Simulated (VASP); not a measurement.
# Al2Cu (Cm) in VASP: single point with PBE

Aim: the single point of Al2Cu with PBE.

Everything below comes from runs of VASP 6.6.1. Logs are shortened: lines on timing, memory, paths and dates and some standing lists are left out, and cuts for length are marked.

### 1 The cell of the first run

The structure is monoclinic, space group Cm (No. 8). The conventional cell has a = 5.783 Å, b = 5.783 Å, c = 4.089 Å, α = 90.00°, β = 135.00°, γ = 90.00°. Within 3.1 Å of Al (site symmetry 1) lie 4 Cu at 2.35 to 2.67 Å and 6 Al at 2.89 Å. Cu (site symmetry m) has 8 Al at 2.35 to 2.67 Å within 3.1 Å.

### 2 Single point, PBE (atoms displaced along a vibrational mode)

INCAR

```
  ALGO = Fast
  EDIFF = 1E-6
  ENCUT = 520
  GGA = PE
  ISIF = 2
  ISMEAR = 0
  LASPH = True
  LCHARG = False
  LREAL = False
  LWAVE = False
  NBANDS = 16
  NELM = 60
  PREC = Accurate
  SIGMA = 0.15
```

KPOINTS

```
k-points
0
Gamma
  14 14 14
```

POSCAR

```
Al2Cu
1.0
   -2.0446004822      2.0446004822      2.8914013846
    2.0446004822     -2.0446004822      2.8914013846
    2.0446004822      2.0446004822     -2.8914013846
Al Cu
2 1
Direct
    0.7370828367      0.2241829655      0.4612658022
    0.2370828367      0.7241829655      0.4612658022
    0.5109692172      0.5219237500      0.0328929672
```

Potentials or basis: VASP PAW PBE potentials, release 64 (Al, Cu).

Command:

```
cat potpaw_PBE.64/Al/POTCAR potpaw_PBE.64/Cu/POTCAR > POTCAR
mpirun -np 1 vasp_std > vasp.out
```

OUTCAR:

```text
EDIFF = 1E-6
   ENCUT = 520
   GGA = PE
   ISIF = 2
   ISMEAR = 0
   LASPH = True
   LREAL = False
   NELM = 60
   PREC = Accurate

 ion  position               nearest neighbor table
   1  0.737  0.224  0.461-   3 2.35   3 2.43   3 2.59   3 2.67   2 2.89   2 2.89   2 2.89   2 2.89
                             2 2.89   2 2.89
   2  0.237  0.724  0.461-   3 2.35   3 2.43   3 2.59   3 2.67   1 2.89   1 2.89   1 2.89   1 2.89
                             1 2.89   1 2.89
   3  0.511  0.522  0.033-   1 2.35   2 2.35   2 2.43   1 2.43   2 2.59   1 2.59   1 2.67   2 2.67

  LATTYP: Found a body centered tetragonal cell.
 ALAT       =     4.0892009644
 C/A-ratio  =     1.4141644834

  Lattice vectors:

 A1 = (  -2.0446004822,   2.0446004822,   2.8914013846)
 A2 = (   2.0446004822,  -2.0446004822,   2.8914013846)
 A3 = (   2.0446004822,   2.0446004822,  -2.8914013846)

Analysis of symmetry for initial positions (statically):
=====================================================================
 Subroutine PRICEL returns:
 Original cell was already a primitive cell.

 Routine SETGRP: Setting up the symmetry group for a
 body centered tetragonal supercell.

 Subroutine GETGRP returns: Found  2 space group operations
 (whereof  2 operations were pure point group operations)
 out of a pool of 16 trial point group operations.

The static configuration has the point symmetry C_1h.

Analysis of symmetry for dynamics (positions and initial velocities):
=====================================================================
 Subroutine PRICEL returns:
 Original cell was already a primitive cell.

 Routine SETGRP: Setting up the symmetry group for a
 body centered tetragonal supercell.

 Subroutine GETGRP returns: Found  2 space group operations
 (whereof  2 operations were pure point group operations)
 out of a pool of 16 trial point group operations.

The dynamic configuration has the point symmetry C_1h.

 Subroutine INISYM returns: Found  2 space group operations
 (whereof  2 operations are pure point group operations),
 and found     1 'primitive' translations

----------------------------------------------------------------------------------------

                                     Primitive cell

  volume of cell :      48.3488

  direct lattice vectors                    reciprocal lattice vectors
    -2.044600482  2.044600482  2.891401385     0.000000000  0.244546553  0.172926527
     2.044600482 -2.044600482  2.891401385     0.244546553  0.000000000  0.172926527
     2.044600482  2.044600482 -2.891401385     0.244546553  0.244546553  0.000000000

  length of vectors
     4.089130009  4.089130009  4.089130009     0.299510601  0.299510601  0.345841052

  position of ions in fractional coordinates (direct lattice)
     0.737082837  0.224182965  0.461265802
     0.237082837  0.724182965  0.461265802
     0.510969217  0.521923750  0.032892967

  ion indices of the primitive-cell ions
   primitive index   ion index
                 1           1
                 2           2
                 3           3

----------------------------------------------------------------------------------------

 KPOINTS: k-points

Automatic generation of k-mesh.
 Grid dimensions read from file:
 generate k-points for:   14   14   14

 Generating k-lattice:

  Cartesian coordinates                     Fractional coordinates (reciprocal lattice)
     0.000000000  0.017467611  0.012351895     0.071428571 -0.000000000  0.000000000
     0.017467611  0.000000000  0.012351895    -0.000000000  0.071428571  0.000000000
     0.017467611  0.017467611  0.000000000     0.000000000  0.000000000  0.071428571

  Length of vectors
     0.021393614  0.021393614  0.024702932

  Shift w.r.t. Gamma in fractional coordinates (k-lattice)
     0.000000000  0.000000000  0.000000000

 Subroutine IBZKPT returns following result:
 ===========================================

 Found    744 irreducible k-points:

 Following reciprocal coordinates:
            Coordinates               Weight
  0.000000  0.000000  0.000000      1.000000
  0.071429  0.000000  0.000000      4.000000
  0.000000  0.071429  0.000000      4.000000
  0.142857  0.000000  0.000000      4.000000
  0.000000  0.142857  0.000000      4.000000
  0.214286  0.000000  0.000000      4.000000
[... 16 lines left out ...]
  0.000000  0.285714 -0.071429      4.000000
 -0.071429 -0.214286  0.000000      4.000000
 [... further k-points ...]
   k-points           NKPTS =    744   k-points in BZ     NKDIM =    744   number of bands    NBANDS=     16
   number of dos      NEDOS =    301   number of ions     NIONS =      3
   total plane-waves  NPLWV =  27000
   dimension x,y,z NGX =    30 NGY =   30 NGZ =   30
   dimension x,y,z NGXF=    60 NGYF=   60 NGZF=   60
   ions per type =               2   1
   NGX,Y,Z   is equivalent  to a cutoff of  12.20, 12.20, 12.20 a.u.
   NGXF,Y,Z  is equivalent  to a cutoff of  24.39, 24.39, 24.39 a.u.
 SYSTEM =  unknown system
   PREC   = accura    normal or accurate (medium, high low for compatibility)
   ISTART =      0    job   : 0-new  1-cont  2-samecut
   ICHARG =      2    charge: 1-file 2-atom 10-const
   ISPIN  =      1    spin polarized calculation?
   LNONCOLLINEAR =      F non collinear calculations
   LSORBIT =      F    spin-orbit coupling
   LASPH  =      T    aspherical Exc in radial PAW
   ENCUT  =  520.0 eV  38.22 Ry    6.18 a.u.   7.60  7.60  7.60*2*pi/ulx,y,z
   NELM   =     60;   NELMIN=  2; NELMDL= -5     # of ELM steps
   EDIFF  = 0.1E-05   stopping-criterion for ELM
   LREAL  =      F    real-space projection
   EDIFFG = 0.1E-04   stopping-criterion for IOM
   NSW    =      0    number of steps for IOM
   IBRION =     -1    ionic relax: 0-MD 1-quasi-New 2-CG
   NFREE  =      0    steps in history (QN), initial steepest desc. (CG)
   ISIF   =      2    stress and relaxation
   ISYM   =      2    0-nonsym 1-usesym 2-fastsym
   POTIM  = 0.5000    time-step for ionic-motion
   TEBEG  =    0.0;   TEEND  =   0.0 temperature during run
   PSTRESS=    0.0 pullay stress
   NELECT =      17.0000    total number of electrons
   NUPDOWN=      -1.0000    fix difference up-down
   EMIN   =  10.00;   EMAX   =-10.00  energy-range for DOS
   EFERMI =   0.00;   METHOD = LEGACY
   ISMEAR =     0;   SIGMA  =   0.15  broadening in eV -4-tet -1-fermi 0-gaus
   EFERMI_NEDOS =   21; number of points for ismear=-14 and -15
   IALGO  =     68    algorithm
   IMIX   =      4    mixing-type and parameters
     AMIX     =   0.40;   BMIX     =  1.00
     AMIX_MAG =   1.60;   BMIX_MAG =  1.00
  volume/ion in A,a.u.               =      16.12       108.76
  Fermi-wavevector in a.u.,A,eV,Ry     =   1.155481  2.183542 18.165624  1.335136
  Thomas-Fermi vector in A             =   2.292109
   LORBIT       =      0    0 simple, 1 ext, 2 COOP (PROOUT), +10 PAW based schemes
   GGA     = PE    functional components
   LHFCALC =     F    Hartree Fock is set to
   AEXX    =    0.0000 exact exchange contribution
   IVDW    =     0    specifies the selected vdW correction
   LEPSILON=     F    determine dielectric tensor
   LRPA    =     F    only Hartree local field effects (RPA)
 non-spin polarized calculation
 RMM-DIIS sequential band-by-band and
 Gauss-broadening in eV      SIGMA  =   0.15
  energy-cutoff  :      520.00
  volume of cell :       48.35
 maximum number of plane-waves:      1323
   NGX = 15   NGY = 15   NGZ = 15

 number of electron      17.0000002 magnetization

 Free energy of the ion-electron system (eV)
  ---------------------------------------------------
  ext. energy  EPLUGINS =         0.00000000
  ---------------------------------------------------
  free energy    TOTEN  =       -11.58389564 eV

  energy without entropy =      -11.57329369  energy(sigma->0) =      -11.57859466

 E-fermi :   6.9079     XC(G=0): -10.4006

 val. band max:        6.9067508604   @ k =  -0.3571   0.2143  -0.1429
 cond. band min:       6.9139555118   @ k =   0.5000  -0.0000   0.0714
 fundamental gap:      0.0072046515
 Fermi energy:         6.9078606836

 k-point     1 :       0.0000    0.0000    0.0000
  band No.  band energies     occupation
      1      -3.2223      2.00000
      2       2.3228      2.00000
      3       2.3723      2.00000
      4       2.3739      2.00000
      5       2.8773      2.00000
      6       2.9079      2.00000
[... 8 lines left out ...]
     15      13.7830      0.00000
     16      13.7859      0.00000

 k-point     2 :       0.0714    0.0000    0.0000
  band No.  band energies     occupation
      1      -3.1547      2.00000
      2       2.3221      2.00000
      3       2.3613      2.00000
      4       2.3833      2.00000
      5       2.8746      2.00000
      6       2.9052      2.00000
[... 8 lines left out ...]
     15      13.0733      0.00000
     16      13.6819      0.00000

 k-point     3 :       0.0000    0.0714    0.0000
  band No.  band energies     occupation
      1      -3.1547      2.00000
      2       2.3115      2.00000
      3       2.3729      2.00000
      4       2.3832      2.00000
      5       2.8743      2.00000
      6       2.9051      2.00000
[... 8 lines left out ...]
     15      13.0720      0.00000
     16      13.6596      0.00000

 k-point     4 :       0.1429    0.0000    0.0000
  band No.  band energies     occupation
      1      -2.9526      2.00000
      2       2.2683      2.00000
      3       2.3744      2.00000
      4       2.4102      2.00000
      5       2.8691      2.00000
      6       2.8994      2.00000
[... 8 lines left out ...]
     15      12.7675      0.00000
     16      13.3743      0.00000
[... 324 lines left out ...]
 k-point    22 :       0.2143    0.0714    0.0000
  band No.  band energies     occupation
      1      -2.4197      2.00000
      2       2.0780      2.00000
      3       2.4312      2.00000
      4       2.4624      2.00000
      5       2.8550      2.00000
      6       2.9092      2.00000
[... 8 lines left out ...]
     15      13.2706      0.00000
     16      15.0533      0.00000

 k-point    23 :       0.0000    0.2857   -0.0714
  band No.  band energies     occupation
      1      -2.4187      2.00000
      2       2.0807      2.00000
      3       2.4253      2.00000
      4       2.4762      2.00000
      5       2.8339      2.00000
      6       2.9225      2.00000
[... 8 lines left out ...]
     15      13.3002      0.00000
     16      15.0496      0.00000

 k-point    24 :      -0.0714   -0.2143    0.0000
  band No.  band energies     occupation
      1      -2.4193      2.00000
      2       2.0698      2.00000
      3       2.4506      2.00000
      4       2.4585      2.00000
      5       2.8513      2.00000
      6       2.9105      2.00000
[... 8 lines left out ...]
     15      13.2638      0.00000
     16      15.0532      0.00000

 [... further k-points ...]

------------------------ aborting loop because EDIFF is reached ----------------------------------------

  FORCE on cell =-STRESS in cart. coord.  units (eV):
  Direction    XX          YY          ZZ          XY          YZ          ZX
  --------------------------------------------------------------------------------------
  -------------------------------------------------------------------------------------
  Total        0.7565728      0.1417720      0.7174967     -0.2069619      0.0000000      0.0000000
  in kB       25.0712528      4.6980303     23.7763503     -6.8582862      0.0000000      0.0000000
  external PRESSURE =      17.8485445 kB  Pullay stress =       0.0000000 kB

 VOLUME and BASIS-vectors are now :
 -----------------------------------------------------------------------------
  energy-cutoff  :      520.00
  volume of cell :       48.35
      direct lattice vectors                 reciprocal lattice vectors
    -2.044600482  2.044600482  2.891401385     0.000000000  0.244546553  0.172926527
     2.044600482 -2.044600482  2.891401385     0.244546553  0.000000000  0.172926527
     2.044600482  2.044600482 -2.891401385     0.244546553  0.244546553  0.000000000

 POSITION                                       TOTAL-FORCE (eV/Angst)
 -----------------------------------------------------------------------------------
     -0.10557      1.99178      1.44570         0.707018      0.322917      0.170719
      1.93903     -0.05282      1.44570         0.707018      0.322917     -0.170719
      0.08965      0.04486      2.89140        -1.414036     -0.645833     -0.000000
 -----------------------------------------------------------------------------------
    total drift:                                0.000385     -0.000108      0.000003

  FREE ENERGIE OF THE ION-ELECTRON SYSTEM (eV)
  ---------------------------------------------------
  free  energy   TOTEN  =       -11.5838956415 eV

  energy  without entropy=      -11.5732936883  energy(sigma->0) =      -11.57859466
```

It took 11 min on 1 thread of Intel Xeon 6975P-C (Granite Rapids), shared host; peak memory 0.62 GiB.

Results:

```yaml
Free_energy: -11.5839 eV
Pressure: 1.8 GPa
Largest_force: 1.555 eV/Å
Band_gap_on_the_k_mesh: zero (an odd number of electrons rules out a gap without spin polarisation)
```

Forces in eV/Å, atoms in the order of the input:
```
Al   0.707  0.323  0.171
Al   0.707  0.323 -0.171
Cu  -1.414 -0.646  0.000
```

Caveat: the cell differs from its parent crystal (atoms displaced along a vibrational mode); forces of over 1 eV/Å act on the atoms, so gaps and moduli don't describe the material at rest.
